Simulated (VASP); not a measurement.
Set up this calculation in VASP 6.6.1, as the native input.

- Task: single point
- Functional: r2SCAN
- Potentials or basis: VASP PAW PBE potentials, release 64 (Ti_sv, C)
- Cutoff: 520 eV
- k mesh: 11 × 11 × 11
- Occupations: fermi-dirac, width 0.05 eV
- Spin: no spin polarisation
- Dipole correction: no
- Further INCAR settings: ALGO = Normal; EDIFF = 1e-07; NBANDS = 15

The system is TiC.

```
CELL_PARAMETERS angstrom
0.00000 2.16572 2.16572
2.16572 0.00000 2.16572
2.16572 2.16572 0.00000
ATOMIC_POSITIONS crystal
Ti 0.00000 0.00000 0.00000
C 0.50000 0.50000 0.50000
```

These files were run (other wordings do the same):

POSCAR

```
TiC
1.0
    0.0000000000      2.1657188437      2.1657188437
    2.1657188437      0.0000000000      2.1657188437
    2.1657188437      2.1657188437      0.0000000000
Ti C
1 1
Direct
    0.0000000000      0.0000000000      0.0000000000
    0.5000000000      0.5000000000      0.5000000000
```

INCAR.step1

```
SYSTEM = TiC
ALGO = Normal
EDIFF = 1E-4
ENCUT = 520
GGA = PE
ISMEAR = -1
LASPH = .TRUE.
LCHARG = .FALSE.
LREAL = .FALSE.
LWAVE = .TRUE.
NBANDS = 15
NELM = 60
PREC = Accurate
SIGMA = 0.05
```

INCAR.step2

```
SYSTEM = TiC
ALGO = Normal
EDIFF = 1E-7
ENCUT = 520
ISIF = 2
ISMEAR = -1
ISTART = 1
LASPH = .TRUE.
LCHARG = .TRUE.
LELF = .TRUE.
LMIXTAU = .TRUE.
LREAL = .FALSE.
LVHAR = .TRUE.
LWAVE = .FALSE.
METAGGA = R2SCAN
NBANDS = 15
NELM = 60
PREC = Accurate
SIGMA = 0.05
```

KPOINTS

```
k-points
0
G
  11 11 11
  0 0 0
```

Potentials or basis: VASP PAW PBE potentials, release 64 (Ti_sv, C).

The run is started by

```sh
$ cat potpaw_PBE.64/Ti_sv/POTCAR potpaw_PBE.64/C/POTCAR > POTCAR
$ cp INCAR.step1 INCAR
$ mpirun -np 1 vasp_std > vasp.out
$ cp INCAR.step2 INCAR
$ mpirun -np 1 vasp_std > vasp.out
```

It gave:

```yaml
Pressure: 0.3 GPa
Band_gap_on_the_k_mesh: zero (band 8 reaches 10.35 eV, above the bottom of band 9 at 9.02 eV)
```

Caveat: the PAW data sets were made with another functional, which shifts forces and pressure a little.

Wall time 58 s on 1 thread of AMD EPYC 7R13 (shared host), peak memory 0.16 GiB.
